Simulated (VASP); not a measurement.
Set up this calculation in VASP 6.6.1, as the native input.

```
Task                               : single point
Functional                         : r2SCAN0
Potentials or basis                : VASP PAW PBE potentials, release 64 (Eu, S)
Cutoff                             : 800 eV
k mesh                             : 4 × 4 × 4
Occupations                        : fermi-dirac, width 0.05 eV
Spin                               : collinear spin, ferromagnetic start
Starting moments                   : [7.0, 0.0] μB
Dipole correction                  : no
Grid for exact exchange (PRECFOCK) : Normal
Further INCAR settings             : ALGO = Normal; EDIFF = 1e-06; NBANDS = 22
Share of exact exchange            : 0.25
```

The system is EuS.

```
Eu S
1.0
     0.00000    2.97850    2.97850
     2.97850    0.00000    2.97850
     2.97850    2.97850    0.00000
Eu S
1 1
Direct
  0.00000 0.00000 0.00000
  0.50000 0.50000 0.50000
```

One way to write it, as run:

POSCAR

```
EuS
1.0
    0.0000000000      2.9785000000      2.9785000000
    2.9785000000      0.0000000000      2.9785000000
    2.9785000000      2.9785000000      0.0000000000
Eu S
1 1
Direct
    0.0000000000      0.0000000000      0.0000000000
    0.5000000000      0.5000000000      0.5000000000
```

INCAR.step1

```
PREC = Accurate
ENCUT = 800
EDIFF = 1E-5
ISMEAR = -1
SIGMA = 0.05
LREAL = F
LASPH = T
NELM = 200
ALGO = Normal
ISIF = 2
LWAVE = T
ISPIN = 2
MAGMOM = 7 0
LORBIT = 11
LMAXMIX = 6
GGA = PE
NBANDS = 22
GGA_COMPAT = F
KPAR = 4
```

INCAR.step2

```
PREC = Accurate
ENCUT = 800
EDIFF = 1E-6
ISMEAR = -1
SIGMA = 0.05
LREAL = F
LASPH = T
NELM = 200
ALGO = Normal
ISIF = 2
LWAVE = F
LCHARG = T
ISPIN = 2
MAGMOM = 7 0
LORBIT = 11
LMAXMIX = 6
METAGGA = R2SCAN
LHFCALC = T
AEXX = 0.25
LMIXTAU = T
PRECFOCK = Normal
LVHAR = T
ISTART = 1
NBANDS = 22
GGA_COMPAT = F
KPAR = 4
```

KPOINTS

```
Automatic mesh
0
Gamma
  4 4 4
```

Potentials or basis: VASP PAW PBE potentials, release 64 (Eu, S).

Launch:

```sh
$ cat potpaw_PBE.64/Eu/POTCAR potpaw_PBE.64/S/POTCAR > POTCAR
$ cp INCAR.step1 INCAR
$ mpirun -np 4 vasp_std > vasp.out
$ cp INCAR.step2 INCAR
$ mpirun -np 4 vasp_std > vasp.out
```

It gave:

The pressure is 0.2 GPa and the band gap on the k mesh is 1.46 eV (least direct gap 1.71 eV). The net moment is 7.00 μB per cell and the site moments are Eu +6.66; S -0.06 μB. The valence electrons inside the program's atomic spheres are Eu 14.93; S 3.80.

Caveat: the k points lie up to 0.46 Å⁻¹ apart; the PAW data sets were made with another functional, which shifts forces and pressure a little; spin-orbit coupling is left out, which moves the levels of the heavy elements; a cell with one magnetic atom can't hold antiferromagnetic order, which such compounds often take.

Run time: 15 min on 4 MPI ranks on AMD EPYC 7R43 64-Core Processor (Zen 3) (shared host), peak memory 0.33 GiB a rank.
